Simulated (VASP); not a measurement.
# Ag16Br in VASP: single point with PBEsol

Aim: the single point of Ag16Br with PBEsol.

Everything below comes from runs of VASP 6.6.1. Logs are shortened: lines on timing, memory, paths and dates and some standing lists are left out, and cuts for length are marked.

## (1) The cell of the first run

The cell holds a slab with vacuum, 17 atoms: a = 8.180 Å, b = 5.784 Å, c = 16.338 Å, α = 90.00°, β = 90.00°, γ = 90.00°.

## (2) Single point, PBEsol

INCAR reads:

```
ALGO     = Normal         # electronic algorithm
EDIFF    = 1E-6           # SCF threshold, eV
ENCUT    = 520            # plane-wave cutoff, eV
GGA      = PS             # functional
ISIF     = 2              # what is computed and relaxed
ISMEAR   = 0              # smearing method
LASPH    = T              # aspherical terms in the spheres
LCHARG   = T              # write CHGCAR
LELF     = T              # ELF
LREAL    = Auto         
LVHAR    = T            
LWAVE    = F              # write WAVECAR
NBANDS   = 106            # bands
NELM     = 100            # most SCF steps
PREC     = Accurate       # precision mode
SIGMA    = 0.1            # smearing width, eV
```

KPOINTS reads:

```
k-points
0
Gamma
  2 3 1
```

POSCAR reads:

```
Ag16Br
1.0
    8.1800000000      0.0000000000      0.0000000000
    0.0000000000      5.7841330000      0.0000000000
    0.0000000000      0.0000000000     16.3381000000
Ag Br
16 1
Direct
    0.2500000000      0.2499999568      0.0612066275
    0.7500000000      0.2499999568      0.0612066275
    0.2500000000      0.7500000432      0.0612066275
    0.7500000000      0.7500000432      0.0612066275
    0.0011468215     -0.0000767617      0.1400765083
    0.4988777506     -0.0000681174      0.1400613290
    0.0023585575      0.4999957643      0.1379821399
    0.4976500000      0.4999981847      0.1380343492
    0.2500326406      0.2430267423      0.2366751948
    0.7500405868      0.2545745404      0.2299633372
    0.2500349633      0.7571862542      0.2365606160
    0.7500345966      0.7454557148      0.2298973565
   -0.0065902200      0.0002366820      0.3145191301
    0.5066407090      0.0002311496      0.3145189465
    0.0003273839      0.5002101439      0.3084343957
    0.4997090465      0.5001862855      0.3084679981
    0.7499981663      0.9930819364      0.4213947154
```

Potentials or basis: VASP PAW PBE potentials, release 64 (Ag, Br).

Run with:

```sh
> cat potpaw_PBE.64/Ag/POTCAR potpaw_PBE.64/Br/POTCAR > POTCAR
> mpirun -np 1 vasp_std > vasp.out
```

OUTCAR:

```text
EDIFF = 1E-6
   ENCUT = 520
   GGA = PS
   ISIF = 2
   ISMEAR = 0
   LASPH = T
   LREAL = Auto
   NELM = 100
   PREC = Accurate

 ion  position               nearest neighbor table
   1  0.250  0.250  0.061-   7 2.79   8 2.79   5 2.81   6 2.81   9 2.87   3 2.89   3 2.89
   2  0.750  0.250  0.061-  10 2.76   7 2.82   8 2.82   6 2.82   5 2.82   4 2.89   4 2.89
   3  0.250  0.750  0.061-   7 2.79   8 2.79   5 2.81   6 2.81  11 2.87   1 2.89   1 2.89
   4  0.750  0.750  0.061-  12 2.76   7 2.82   8 2.82   6 2.82   5 2.82   2 2.89   2 2.89
   5  0.001  1.000  0.140-   3 2.81   1 2.81   4 2.82   2 2.82  13 2.85   7 2.89   7 2.89  12 2.92
                            10 2.92  11 2.93   9 2.93
   6  0.499  1.000  0.140-   3 2.81   1 2.81   4 2.82   2 2.82  14 2.85   8 2.89   8 2.89  12 2.92
                            10 2.92  11 2.93   9 2.93
   7  0.002  0.500  0.138-  15 2.78   1 2.79   3 2.79   2 2.82   4 2.82   5 2.89   5 2.89  12 2.92
                            10 2.92  11 2.99   9 2.99
   8  0.498  0.500  0.138-  16 2.78   1 2.79   3 2.79   2 2.82   4 2.82   6 2.89   6 2.89  12 2.92
                            10 2.92  11 2.98   9 2.98
   9  0.250  0.243  0.237-  16 2.79  15 2.79  11 2.81  14 2.83  13 2.83   1 2.87   6 2.93   5 2.93
                            11 2.97   8 2.98   7 2.99
  10  0.750  0.255  0.230-   2 2.76  15 2.80  16 2.80  13 2.83  14 2.83  12 2.84   8 2.92   7 2.92
                             5 2.92   6 2.92  12 2.94
  11  0.250  0.757  0.237-  15 2.79  16 2.79   9 2.81  14 2.83  13 2.83   3 2.87   6 2.93   5 2.93
                             9 2.97   8 2.98   7 2.99
  12  0.750  0.745  0.230-   4 2.76  15 2.80  16 2.80  13 2.84  14 2.84  10 2.84   8 2.92   7 2.92
                             5 2.92   6 2.92  10 2.94
  13  0.993  0.000  0.315-  17 2.65   9 2.83  11 2.83  10 2.83  12 2.84   5 2.85  15 2.89  15 2.89

  14  0.507  0.000  0.315-  17 2.65   9 2.83  11 2.83  10 2.83  12 2.84   6 2.85  16 2.89  16 2.89

  15  0.000  0.500  0.308-   7 2.78   9 2.79  11 2.79  12 2.80  10 2.80  13 2.89  13 2.89
  16  0.500  0.500  0.308-   8 2.78   9 2.79  11 2.79  12 2.80  10 2.80  14 2.89  14 2.89
  17  0.750  0.993  0.421-  14 2.65  13 2.65

  LATTYP: Found a simple orthorhombic cell.
 ALAT       =     5.7841330000
 B/A-ratio  =     1.4142136773
 C/A-ratio  =     2.8246411346

  Lattice vectors:

 A1 = (   0.0000000000,  -5.7841330000,   0.0000000000)
 A2 = (   8.1800000000,   0.0000000000,   0.0000000000)
 A3 = (   0.0000000000,   0.0000000000,  16.3381000000)

Analysis of symmetry for initial positions (statically):
=====================================================================
 Subroutine PRICEL returns:
 Original cell was already a primitive cell.

 Routine SETGRP: Setting up the symmetry group for a
 simple orthorhombic supercell.

 Subroutine GETGRP returns: Found  1 space group operations
 (whereof  1 operations were pure point group operations)
 out of a pool of  8 trial point group operations.

The static configuration has the point symmetry C_1 .

Analysis of symmetry for dynamics (positions and initial velocities):
=====================================================================
 Subroutine PRICEL returns:
 Original cell was already a primitive cell.

 Routine SETGRP: Setting up the symmetry group for a
 simple orthorhombic supercell.

 Subroutine GETGRP returns: Found  1 space group operations
 (whereof  1 operations were pure point group operations)
 out of a pool of  8 trial point group operations.

The dynamic configuration has the point symmetry C_1 .

 Subroutine INISYM returns: Found  1 space group operations
 (whereof  1 operations are pure point group operations),
 and found     1 'primitive' translations

----------------------------------------------------------------------------------------

                                     Primitive cell

  volume of cell :     773.0243

  direct lattice vectors                    reciprocal lattice vectors
     8.180000000  0.000000000  0.000000000     0.122249389  0.000000000  0.000000000
     0.000000000  5.784133000  0.000000000     0.000000000  0.172886758  0.000000000
     0.000000000  0.000000000 16.338100000     0.000000000  0.000000000  0.061206627

  length of vectors
     8.180000000  5.784133000 16.338100000     0.122249389  0.172886758  0.061206627

  position of ions in fractional coordinates (direct lattice)
     0.250000000  0.249999957  0.061206627
     0.750000000  0.249999957  0.061206627
     0.250000000  0.750000043  0.061206627
     0.750000000  0.750000043  0.061206627
     0.001146822  0.999923238  0.140076508
     0.498877751  0.999931883  0.140061329
[... 9 lines left out ...]
     0.499709047  0.500186285  0.308467998
     0.749998166  0.993081936  0.421394715

  ion indices of the primitive-cell ions
   primitive index   ion index
                 1           1
                 2           2
                 3           3
                 4           4
                 5           5
                 6           6
[... 9 lines left out ...]
                16          16
                17          17

----------------------------------------------------------------------------------------

 KPOINTS: k-points

Automatic generation of k-mesh.
 Grid dimensions read from file:
 generate k-points for:    2    3    1

 Generating k-lattice:

  Cartesian coordinates                     Fractional coordinates (reciprocal lattice)
     0.061124694  0.000000000  0.000000000     0.500000000  0.000000000  0.000000000
     0.000000000  0.057628919  0.000000000     0.000000000  0.333333333  0.000000000
     0.000000000  0.000000000  0.061206627     0.000000000  0.000000000  1.000000000

  Length of vectors
     0.061124694  0.057628919  0.061206627

  Shift w.r.t. Gamma in fractional coordinates (k-lattice)
     0.000000000  0.000000000  0.000000000

 Subroutine IBZKPT returns following result:
 ===========================================

 Found      4 irreducible k-points:

 Following reciprocal coordinates:
            Coordinates               Weight
  0.000000  0.000000  0.000000      1.000000
  0.500000  0.000000  0.000000      1.000000
  0.000000  0.333333  0.000000      2.000000
  0.500000  0.333333  0.000000      2.000000
   k-points           NKPTS =      4   k-points in BZ     NKDIM =      4   number of bands    NBANDS=    106
   number of dos      NEDOS =    301   number of ions     NIONS =     17
   total plane-waves  NPLWV = 387072
   dimension x,y,z NGX =    64 NGY =   48 NGZ =  126
   dimension x,y,z NGXF=   128 NGYF=   96 NGZF=  252
   ions per type =              16   1
   NGX,Y,Z   is equivalent  to a cutoff of  13.01, 13.80, 12.82 a.u.
   NGXF,Y,Z  is equivalent  to a cutoff of  26.01, 27.59, 25.64 a.u.
 SYSTEM =  unknown system
   PREC   = accura    normal or accurate (medium, high low for compatibility)
   ISTART =      0    job   : 0-new  1-cont  2-samecut
   ICHARG =      2    charge: 1-file 2-atom 10-const
   ISPIN  =      1    spin polarized calculation?
   LNONCOLLINEAR =      F non collinear calculations
   LSORBIT =      F    spin-orbit coupling
   LASPH  =      T    aspherical Exc in radial PAW
   ENCUT  =  520.0 eV  38.22 Ry    6.18 a.u.  15.21 10.75 30.38*2*pi/ulx,y,z
   NELM   =    100;   NELMIN=  2; NELMDL= -5     # of ELM steps
   EDIFF  = 0.1E-05   stopping-criterion for ELM
   LREAL  =      T    real-space projection
   EDIFFG = 0.1E-04   stopping-criterion for IOM
   NSW    =      0    number of steps for IOM
   IBRION =     -1    ionic relax: 0-MD 1-quasi-New 2-CG
   NFREE  =      0    steps in history (QN), initial steepest desc. (CG)
   ISIF   =      2    stress and relaxation
   ISYM   =      2    0-nonsym 1-usesym 2-fastsym
   POTIM  = 0.5000    time-step for ionic-motion
   TEBEG  =    0.0;   TEEND  =   0.0 temperature during run
   PSTRESS=    0.0 pullay stress
   NELECT =     183.0000    total number of electrons
   NUPDOWN=      -1.0000    fix difference up-down
   EMIN   =  10.00;   EMAX   =-10.00  energy-range for DOS
   EFERMI =   0.00;   METHOD = LEGACY
   ISMEAR =     0;   SIGMA  =   0.10  broadening in eV -4-tet -1-fermi 0-gaus
   EFERMI_NEDOS =   21; number of points for ismear=-14 and -15
   IALGO  =     38    algorithm
   IMIX   =      4    mixing-type and parameters
     AMIX     =   0.40;   BMIX     =  1.00
     AMIX_MAG =   1.60;   BMIX_MAG =  1.00
  volume/ion in A,a.u.               =      45.47       306.86
  Fermi-wavevector in a.u.,A,eV,Ry     =   1.012731  1.913784 13.954466  1.025624
  Thomas-Fermi vector in A             =   2.145858
   LORBIT       =      0    0 simple, 1 ext, 2 COOP (PROOUT), +10 PAW based schemes
   GGA     = PS    functional components
   LHFCALC =     F    Hartree Fock is set to
   AEXX    =    0.0000 exact exchange contribution
   IVDW    =     0    specifies the selected vdW correction
   LEPSILON=     F    determine dielectric tensor
   LRPA    =     F    only Hartree local field effects (RPA)
 non-spin polarized calculation
 Gauss-broadening in eV      SIGMA  =   0.10
  energy-cutoff  :      520.00
  volume of cell :      773.02
 maximum number of plane-waves:     20862
 NGX is ok and might be reduce to    64
   NGX = 31   NGY = 21   NGZ = 61

 number of electron     182.9999966 magnetization

 Free energy of the ion-electron system (eV)
  ---------------------------------------------------
  ext. energy  EPLUGINS =         0.00000000
  ---------------------------------------------------
  free energy    TOTEN  =       -48.90121017 eV

  energy without entropy =      -48.85525624  energy(sigma->0) =      -48.87823320

 E-fermi :   0.3228     XC(G=0):  -5.6887

 val. band max:        0.2932847882   @ k =   0.5000   0.0000   0.0000
 cond. band min:       0.3311867299   @ k =   0.5000   0.0000   0.0000
 fundamental gap:      0.0379019418
 Fermi energy:         0.3227848333

 k-point     1 :       0.0000    0.0000    0.0000
  band No.  band energies     occupation
      1     -14.6137      2.00000
      2      -6.7807      2.00000
      3      -5.9295      2.00000
      4      -5.8983      2.00000
      5      -5.8849      2.00000
      6      -5.8181      2.00000
[... 413 lines left out ...]
    102       3.5422      0.00000
    103       3.9847      0.00000
 [bands above 103 left out]

------------------------ aborting loop because EDIFF is reached ----------------------------------------

  FORCE on cell =-STRESS in cart. coord.  units (eV):
  Direction    XX          YY          ZZ          XY          YZ          ZX
  --------------------------------------------------------------------------------------
  -------------------------------------------------------------------------------------
  Total       -7.2825916     -7.5746560     -0.3277658     -0.0003272      0.0068111     -0.0003764
  in kB      -15.0939677    -15.6993031     -0.6793304     -0.0006781      0.0141167     -0.0007802
  external PRESSURE =     -10.4908671 kB  Pullay stress =       0.0000000 kB

 VOLUME and BASIS-vectors are now :
 -----------------------------------------------------------------------------
  energy-cutoff  :      520.00
  volume of cell :      773.02
      direct lattice vectors                 reciprocal lattice vectors
     8.180000000  0.000000000  0.000000000     0.122249389  0.000000000  0.000000000
     0.000000000  5.784133000  0.000000000     0.000000000  0.172886758  0.000000000
     0.000000000  0.000000000 16.338100000     0.000000000  0.000000000  0.061206627

 POSITION                                       TOTAL-FORCE (eV/Angst)
 -----------------------------------------------------------------------------------
      2.04500      1.44603      1.00000         0.000706     -0.097255      0.070787
      6.13500      1.44603      1.00000        -0.000081     -0.112832     -0.059553
      2.04500      4.33810      1.00000         0.000737      0.098880      0.070723
      6.13500      4.33810      1.00000        -0.000126      0.113908     -0.058145
      0.00938      5.78369      2.28858        -0.001691      0.000666      0.000446
      4.08082      5.78374      2.28834         0.001669      0.000636      0.001731
[... 9 lines left out ...]
      4.08762      2.89314      5.03978        -0.000327      0.000016     -0.007891
      6.13499      5.74412      6.88479         0.000538     -0.010001      0.003103
 -----------------------------------------------------------------------------------
    total drift:                               -0.001298     -0.012132     -0.006016

  FREE ENERGIE OF THE ION-ELECTRON SYSTEM (eV)
  ---------------------------------------------------
  free  energy   TOTEN  =       -48.9012101676 eV

  energy  without entropy=      -48.8552562396  energy(sigma->0) =      -48.87823320
```

It took 11 min on 1 thread of Intel Xeon Platinum 8259CL at 2.50GHz (Skylake/Cascade Lake), shared host; peak memory 0.84 GiB.

What came out:

| Quantity | Value |
| --- | --- |
| Free energy | -48.9012 eV |
| Largest force | 0.128 eV/Å |
| Band gap on the k mesh | zero (an odd number of electrons rules out a gap without spin polarisation) |

Forces in eV/Å, atoms in the order of the input:
```
Ag   0.001 -0.097  0.071
Ag   0.000 -0.113 -0.060
Ag   0.001  0.099  0.071
Ag   0.000  0.114 -0.058
Ag  -0.002  0.001  0.000
Ag   0.002  0.001  0.002
Ag  -0.004  0.001  0.004
Ag   0.005  0.001  0.002
Ag   0.000  0.000 -0.001
Ag  -0.001  0.003 -0.002
Ag  -0.001  0.002 -0.001
Ag  -0.001 -0.002 -0.003
Ag  -0.001  0.000 -0.007
Ag   0.001  0.001 -0.007
Ag   0.001  0.000 -0.007
Ag   0.000  0.000 -0.008
Br   0.001 -0.010  0.003
```

Caveat: the k points lie up to 0.38 Å⁻¹ apart, too coarse for converged energies and pressures of a metal; there is no dipole correction, which matters where the two faces differ; the PAW data sets were made with another functional, which shifts forces and pressure a little; an odd number of electrons without spin polarisation forces a metal; a magnetic or distorted state may lie lower.

The gap in the log of VASP goes by the Fermi energy; the results here count the filled bands.